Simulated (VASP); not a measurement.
Input of a VASP 6.6.1 run:

INCAR

```
SYSTEM = Se
PREC     = Accurate       ! precision mode
ENCUT    = 520            ! plane-wave cutoff, eV
EDIFF    = 1E-8           ! SCF threshold, eV
ISMEAR   = 0              ! smearing method
SIGMA    = 0.01           ! smearing width, eV
LREAL    = .False.        ! projectors in reciprocal space
LASPH    = .True.         ! aspherical terms in the spheres
NELM     = 60             ! most SCF steps
ALGO     = Normal         ! electronic algorithm
ISIF     = 2              ! what is computed and relaxed
LWAVE    = .False.        ! write WAVECAR
LCHARG   = .False.        ! write CHGCAR
NBANDS   = 16             ! bands
IBRION   = 8              ! ionic algorithm
NSW      = 1              ! ionic steps
LEPSILON = .True.         ! dielectric tensor by DFPT
```

The input KPOINTS:

```
Automatic mesh
0
Gamma
  9 9 6
  0 0 0
```

POSCAR

```
Se
1.0
    4.5056505517      0.0000000000      0.0000000000
   -2.2528252759      3.9020078384      0.0000000000
    0.0000000000      0.0000000000      4.9892844630
Se
3
Direct
    0.2184717602      0.0000000000      0.3333333333
    0.0000000000      0.2184717602      0.6666666667
    0.7815282398      0.7815282398      0.0000000000
```

Potentials or basis: VASP PAW LDA potentials, release 64 (Se).

Run with:

```console
$ cat potpaw_LDA.64/Se/POTCAR > POTCAR
$ mpirun -np 1 vasp_std > vasp.out
```

Task: Estimate the electronic dielectric tensor (diagonal).

Result: 8.39, 8.39, 13.62.

Task: Predict the Born charges (mean of the diagonal).

Result: Se +0.00 e.

Task: What does it give for the highest phonon frequency at Γ?

Result: 234 cm⁻¹.

Born effective charge tensors (e):
atom 1, Se
```
 0.65  0.00  0.00
 0.00 -0.65  0.34
 0.00  0.69  0.00
```
atom 2, Se
```
-0.33 -0.57 -0.30
-0.57  0.33 -0.17
-0.60 -0.34  0.00
```
atom 3, Se
```
-0.33  0.57  0.30
 0.57  0.33 -0.17
 0.60 -0.34  0.00
```

Caveat: the cell stands under pressure or tension, which shifts response properties.
